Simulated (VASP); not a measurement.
# ZnAu in VASP: further runs

ZnAu is run at these levels: LDA; tasks: single point, relaxation of the atoms.

All numbers are computed with VASP 6.6.1; they aren't measurements. Logs are shortened: lines on timing, memory, paths and dates and some standing lists are left out, and cuts for length are marked.

## 1. The cell of the first run

The structure is cubic, space group Pm-3m (No. 221). The conventional cell has a = 3.147 Å, b = 3.147 Å, c = 3.147 Å, α = 90.00°, β = 90.00°, γ = 90.00°. Within 3.6 Å of Zn (site symmetry m-3m) lie 8 Au at 2.73 Å and 6 Zn at 3.15 Å. Au (site symmetry m-3m) has 8 Zn at 2.73 Å and 6 Au at 3.15 Å within 3.6 Å.

## 2. Single point, LDA

The input, INCAR:

```
SYSTEM = ZnAu
  PREC = Accurate
  ENCUT = 520
  EDIFF = 1E-6
  ISMEAR = 1
  SIGMA = 0.02
  LREAL = .FALSE.
  LASPH = .TRUE.
  NELM = 80
  ALGO = Normal
  ISIF = 2
  LWAVE = .FALSE.
  LCHARG = .FALSE.
  NBANDS = 18
```

The input, KPOINTS:

```
Automatic mesh
0
G
  5 5 5
  0 0 0
```

The input, POSCAR:

```
ZnAu
1.0
    3.1470000000      0.0000000000      0.0000000000
    0.0000000000      3.1470000000      0.0000000000
    0.0000000000      0.0000000000      3.1470000000
Zn Au
1 1
Direct
    0.5000000000      0.5000000000      0.5000000000
    0.0000019079      0.0000019079      0.0000000000
```

Potentials or basis: VASP PAW LDA potentials, release 64 (Zn, Au).

The run is started by

```sh
cat potpaw_LDA.64/Zn/POTCAR potpaw_LDA.64/Au/POTCAR > POTCAR
mpirun -np 1 vasp_std > vasp.out
```

OUTCAR:

```text
SYSTEM = ZnAu
   PREC = Accurate
   ENCUT = 520
   EDIFF = 1E-6
   ISMEAR = 1
   LREAL = .FALSE.
   LASPH = .TRUE.
   NELM = 80
   ISIF = 2

 ion  position               nearest neighbor table
   1  0.500  0.500  0.500-   2 2.73   2 2.73   2 2.73   2 2.73   2 2.73   2 2.73   2 2.73   2 2.73

   2  0.000  0.000  0.000-   1 2.73   1 2.73   1 2.73   1 2.73   1 2.73   1 2.73   1 2.73   1 2.73

  LATTYP: Found a simple cubic cell.
 ALAT       =     3.1470000000

  Lattice vectors:

 A1 = (   3.1470000000,   0.0000000000,   0.0000000000)
 A2 = (   0.0000000000,   3.1470000000,   0.0000000000)
 A3 = (   0.0000000000,   0.0000000000,   3.1470000000)

Analysis of symmetry for initial positions (statically):
=====================================================================
 Subroutine PRICEL returns:
 Original cell was already a primitive cell.

 Routine SETGRP: Setting up the symmetry group for a
 simple cubic supercell.

 Subroutine GETGRP returns: Found 48 space group operations
 (whereof 48 operations were pure point group operations)
 out of a pool of 48 trial point group operations.

The static configuration has the point symmetry O_h .

Analysis of symmetry for dynamics (positions and initial velocities):
=====================================================================
 Subroutine PRICEL returns:
 Original cell was already a primitive cell.

 Routine SETGRP: Setting up the symmetry group for a
 simple cubic supercell.

 Subroutine GETGRP returns: Found 48 space group operations
 (whereof 48 operations were pure point group operations)
 out of a pool of 48 trial point group operations.

The dynamic configuration has the point symmetry O_h .

 Subroutine INISYM returns: Found 48 space group operations
 (whereof 48 operations are pure point group operations),
 and found     1 'primitive' translations

----------------------------------------------------------------------------------------

                                     Primitive cell

  volume of cell :      31.1667

  direct lattice vectors                    reciprocal lattice vectors
     3.147000000  0.000000000  0.000000000     0.317762949  0.000000000  0.000000000
     0.000000000  3.147000000  0.000000000     0.000000000  0.317762949  0.000000000
     0.000000000  0.000000000  3.147000000     0.000000000  0.000000000  0.317762949

  length of vectors
     3.147000000  3.147000000  3.147000000     0.317762949  0.317762949  0.317762949

  position of ions in fractional coordinates (direct lattice)
     0.500000000  0.500000000  0.500000000
     0.000001908  0.000001908  0.000000000

  ion indices of the primitive-cell ions
   primitive index   ion index
                 1           1
                 2           2

----------------------------------------------------------------------------------------

 KPOINTS: Automatic mesh

Automatic generation of k-mesh.
 Grid dimensions read from file:
 generate k-points for:    5    5    5

 Generating k-lattice:

  Cartesian coordinates                     Fractional coordinates (reciprocal lattice)
     0.063552590  0.000000000  0.000000000     0.200000000  0.000000000  0.000000000
     0.000000000  0.063552590  0.000000000     0.000000000  0.200000000  0.000000000
     0.000000000  0.000000000  0.063552590     0.000000000  0.000000000  0.200000000

  Length of vectors
     0.063552590  0.063552590  0.063552590

  Shift w.r.t. Gamma in fractional coordinates (k-lattice)
     0.000000000  0.000000000  0.000000000

 Subroutine IBZKPT returns following result:
 ===========================================

 Found     10 irreducible k-points:

 Following reciprocal coordinates:
            Coordinates               Weight
  0.000000  0.000000  0.000000      1.000000
  0.200000  0.000000  0.000000      6.000000
  0.400000  0.000000  0.000000      6.000000
  0.200000  0.200000  0.000000     12.000000
  0.400000  0.200000  0.000000     24.000000
  0.400000  0.400000  0.000000     12.000000
  0.200000  0.200000  0.200000      8.000000
  0.400000  0.200000  0.200000     24.000000
  0.400000  0.400000  0.200000     24.000000
  0.400000  0.400000  0.400000      8.000000
   k-points           NKPTS =     10   k-points in BZ     NKDIM =     10   number of bands    NBANDS=     18
   number of dos      NEDOS =    301   number of ions     NIONS =      2
   total plane-waves  NPLWV =  13824
   dimension x,y,z NGX =    24 NGY =   24 NGZ =   24
   dimension x,y,z NGXF=    48 NGYF=   48 NGZF=   48
   ions per type =               1   1
   NGX,Y,Z   is equivalent  to a cutoff of  12.68, 12.68, 12.68 a.u.
   NGXF,Y,Z  is equivalent  to a cutoff of  25.36, 25.36, 25.36 a.u.
 SYSTEM =  ZnAu
   PREC   = accura    normal or accurate (medium, high low for compatibility)
   ISTART =      0    job   : 0-new  1-cont  2-samecut
   ICHARG =      2    charge: 1-file 2-atom 10-const
   ISPIN  =      1    spin polarized calculation?
   LNONCOLLINEAR =      F non collinear calculations
   LSORBIT =      F    spin-orbit coupling
   LASPH  =      T    aspherical Exc in radial PAW
   ENCUT  =  520.0 eV  38.22 Ry    6.18 a.u.   5.85  5.85  5.85*2*pi/ulx,y,z
   NELM   =     80;   NELMIN=  2; NELMDL= -5     # of ELM steps
   EDIFF  = 0.1E-05   stopping-criterion for ELM
   LREAL  =      F    real-space projection
   EDIFFG = 0.1E-04   stopping-criterion for IOM
   NSW    =      0    number of steps for IOM
   IBRION =     -1    ionic relax: 0-MD 1-quasi-New 2-CG
   NFREE  =      0    steps in history (QN), initial steepest desc. (CG)
   ISIF   =      2    stress and relaxation
   ISYM   =      2    0-nonsym 1-usesym 2-fastsym
   POTIM  = 0.5000    time-step for ionic-motion
   TEBEG  =    0.0;   TEEND  =   0.0 temperature during run
   PSTRESS=    0.0 pullay stress
   NELECT =      23.0000    total number of electrons
   NUPDOWN=      -1.0000    fix difference up-down
   EMIN   =  10.00;   EMAX   =-10.00  energy-range for DOS
   EFERMI =   0.00;   METHOD = LEGACY
   ISMEAR =     1;   SIGMA  =   0.02  broadening in eV -4-tet -1-fermi 0-gaus
   EFERMI_NEDOS =   21; number of points for ismear=-14 and -15
   IALGO  =     38    algorithm
   IMIX   =      4    mixing-type and parameters
     AMIX     =   0.40;   BMIX     =  1.00
     AMIX_MAG =   1.60;   BMIX_MAG =  1.00
  volume/ion in A,a.u.               =      15.58       105.16
  Fermi-wavevector in a.u.,A,eV,Ry     =   1.479406  2.795672 29.778283  2.188642
  Thomas-Fermi vector in A             =   2.593568
   LORBIT       =      0    0 simple, 1 ext, 2 COOP (PROOUT), +10 PAW based schemes
   GGA     = CA    functional components
   LHFCALC =     F    Hartree Fock is set to
   AEXX    =    0.0000 exact exchange contribution
   IVDW    =     0    specifies the selected vdW correction
   LEPSILON=     F    determine dielectric tensor
   LRPA    =     F    only Hartree local field effects (RPA)
 non-spin polarized calculation
 Methfessel and Paxton  Order N= 1 SIGMA  =   0.02
  energy-cutoff  :      520.00
  volume of cell :       31.17
 maximum number of plane-waves:       847
 NGX is ok and might be reduce to    24
   NGX = 11   NGY = 11   NGZ = 11

 number of electron      23.0000000 magnetization

 Free energy of the ion-electron system (eV)
  ---------------------------------------------------
  ext. energy  EPLUGINS =         0.00000000
  ---------------------------------------------------
  free energy    TOTEN  =        -6.74860963 eV

  energy without entropy =       -6.74825447  energy(sigma->0) =       -6.74849124

 E-fermi :   6.6218     XC(G=0): -12.6752

 val. band max:        6.6203578150   @ k =   0.4000   0.4000   0.4000
 cond. band min:       7.4189388386   @ k =   0.4000   0.4000   0.2000
 fundamental gap:      0.7985810235
 Fermi energy:         6.6218393662

 k-point     1 :       0.0000    0.0000    0.0000
  band No.  band energies     occupation
      1      -3.7618      2.00000
      2      -1.3049      2.00000
      3      -1.3049      2.00000
      4      -0.6371      2.00000
      5      -0.6371      2.00000
      6      -0.6371      2.00000
[... 10 lines left out ...]
     17      19.1187      0.00000
     18      25.2122      0.00000

 k-point     2 :       0.2000    0.0000    0.0000
  band No.  band energies     occupation
      1      -3.0678      2.00000
      2      -1.1643      2.00000
      3      -1.1208      2.00000
      4      -0.6439      2.00000
      5      -0.6439      2.00000
      6      -0.5846      2.00000
[... 10 lines left out ...]
     17      22.2551      0.00000
     18      24.2215      0.00000

 k-point     3 :       0.4000    0.0000    0.0000
  band No.  band energies     occupation
      1      -1.3524      2.00000
      2      -0.9007      2.00000
      3      -0.8120      2.00000
      4      -0.6460      2.00000
      5      -0.6460      2.00000
      6      -0.4960      2.00000
[... 10 lines left out ...]
     17      20.0573      0.00000
     18      20.0576      0.00000

 k-point     4 :       0.2000    0.2000    0.0000
  band No.  band energies     occupation
      1      -2.4537      2.00000
      2      -1.0782      2.00000
      3      -0.9523      2.00000
      4      -0.7428      2.00000
      5      -0.6203      2.00000
      6      -0.5451      2.00000
[... 10 lines left out ...]
     17      22.2044      0.00000
     18      22.2681      0.00000

 k-point     5 :       0.4000    0.2000    0.0000
  band No.  band energies     occupation
      1      -1.3491      2.00000
      2      -1.0196      2.00000
      3      -0.7739      2.00000
      4      -0.7026      2.00000
      5      -0.6337      2.00000
      6      -0.0586      2.00000
[... 10 lines left out ...]
     17      20.3434      0.00000
     18      21.4316      0.00000

 k-point     6 :       0.4000    0.4000    0.0000
  band No.  band energies     occupation
      1      -1.4578      2.00000
      2      -1.3024      2.00000
      3      -0.9318      2.00000
      4      -0.8682      2.00000
      5      -0.3927      2.00000
      6       0.4051      2.00000
[... 10 lines left out ...]
     17      20.0246      0.00000
     18      21.4136      0.00000

 k-point     7 :       0.2000    0.2000    0.2000
  band No.  band energies     occupation
      1      -1.8740      2.00000
      2      -0.8997      2.00000
      3      -0.8997      2.00000
      4      -0.7662      2.00000
      5      -0.7662      2.00000
      6      -0.5703      2.00000
[... 10 lines left out ...]
     17      19.9933      0.00000
     18      22.8997      0.00000

 k-point     8 :       0.4000    0.2000    0.2000
  band No.  band energies     occupation
      1      -1.1777      2.00000
      2      -0.8746      2.00000
      3      -0.8190      2.00000
      4      -0.7919      2.00000
      5      -0.6889      2.00000
      6       0.0403      2.00000
[... 10 lines left out ...]
     17      20.3548      0.00000
     18      23.3378      0.00000

 k-point     9 :       0.4000    0.4000    0.2000
  band No.  band energies     occupation
      1      -1.2221      2.00000
      2      -1.0380      2.00000
      3      -0.9366      2.00000
      4      -0.8680      2.00000
      5      -0.4016      2.00000
      6       0.3990      2.00000
[... 10 lines left out ...]
     17      17.7446      0.00000
     18      20.3528      0.00000

 k-point    10 :       0.4000    0.4000    0.4000
  band No.  band energies     occupation
      1      -1.0426      2.00000
      2      -0.9145      2.00000
      3      -0.9145      2.00000
      4      -0.4404      2.00000
      5      -0.4404      2.00000
      6       0.3856      2.00000
[... 10 lines left out ...]
     17      14.1165      0.00000
     18      16.5823      0.00000

------------------------ aborting loop because EDIFF is reached ----------------------------------------

  FORCE on cell =-STRESS in cart. coord.  units (eV):
  Direction    XX          YY          ZZ          XY          YZ          ZX
  --------------------------------------------------------------------------------------
  -------------------------------------------------------------------------------------
  Total       -1.1085021     -1.1085021     -1.1085021      0.0000000      0.0000000     -0.0000000
  in kB      -56.9845154    -56.9845154    -56.9845154      0.0000000      0.0000000     -0.0000000
  external PRESSURE =     -56.9845154 kB  Pullay stress =       0.0000000 kB

 VOLUME and BASIS-vectors are now :
 -----------------------------------------------------------------------------
  energy-cutoff  :      520.00
  volume of cell :       31.17
      direct lattice vectors                 reciprocal lattice vectors
     3.147000000  0.000000000  0.000000000     0.317762949  0.000000000  0.000000000
     0.000000000  3.147000000  0.000000000     0.000000000  0.317762949  0.000000000
     0.000000000  0.000000000  3.147000000     0.000000000  0.000000000  0.317762949

 POSITION                                       TOTAL-FORCE (eV/Angst)
 -----------------------------------------------------------------------------------
      1.57350      1.57350      1.57350         0.000000      0.000000      0.000000
      0.00001      0.00001      0.00000         0.000000      0.000000      0.000000
 -----------------------------------------------------------------------------------
    total drift:                               -0.001557     -0.001557     -0.000000

  FREE ENERGIE OF THE ION-ELECTRON SYSTEM (eV)
  ---------------------------------------------------
  free  energy   TOTEN  =        -6.7486096311 eV

  energy  without entropy=       -6.7482544669  energy(sigma->0) =       -6.74849124
```

Run time: 5.8 s. Hardware: 1 thread of AMD EPYC 7R13, shared host; peak memory 0.1 GiB.

What came out:

```yaml
Free_energy: -6.7486 eV
Pressure: -5.7 GPa
Band_gap_on_the_k_mesh: zero (an odd number of electrons rules out a gap without spin polarisation)
```

Caveat: the k points lie up to 0.40 Å⁻¹ apart, too coarse for converged energies and pressures of a metal; spin-orbit coupling is left out, which moves the levels of the heavy elements.

[end of part 1 of 2]
